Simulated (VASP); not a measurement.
A run of VASP 6.6.1 is set up as follows.

INCAR

```
PREC = Accurate
ENCUT = 520
EDIFF = 1E-6
ISMEAR = 0
SIGMA = 0.1
LREAL = F
LASPH = T
NELM = 80
ALGO = Normal
ISIF = 2
LWAVE = F
LCHARG = F
LDIPOL = T
IDIPOL = 3
DIPOL = 0.5 0.5 0.331
GGA = PE
IVDW = 12
NBANDS = 30
```

KPOINTS

```
regular mesh
0
Gamma
  6 6 1
```

File POSCAR:

```
In2As2F
1.0
    4.3220706728      0.0000000000      0.0000000000
   -2.1610353364      3.7430229996      0.0000000000
    0.0000000000      0.0000000000     21.7386927254
As In F
2 2 1
Direct
    0.0000000000      0.0000000000      0.1840037048
    0.3333333333      0.6666666667      0.3557112061
    0.3333333333      0.6666666667      0.2245875152
    0.6666666667      0.3333333333      0.3881876814
    1.1111111111      1.2222222222      0.5031899969
```

Potentials or basis: VASP PAW PBE potentials, release 64 (As, In_d, F).

The run is started by

```bash
$ cat potpaw_PBE.64/As/POTCAR potpaw_PBE.64/In_d/POTCAR potpaw_PBE.64/F/POTCAR > POTCAR
$ mpirun -np 1 vasp_std > vasp.out
```

Q: Estimate the largest force.

A: 1.397 eV/Å.

Q: Predict the dispersion energy per atom.

A: -0.178 eV.

Forces in eV/Å, atoms in the order of the input:
```
As   0.000  0.000  0.017
As   0.000  0.038 -0.405
In   0.000 -0.001  0.372
In   0.000 -0.129  1.391
F    0.000  0.092 -1.375
```

Caveat: an odd number of electrons without spin polarisation forces a metal; a magnetic or distorted state may lie lower.
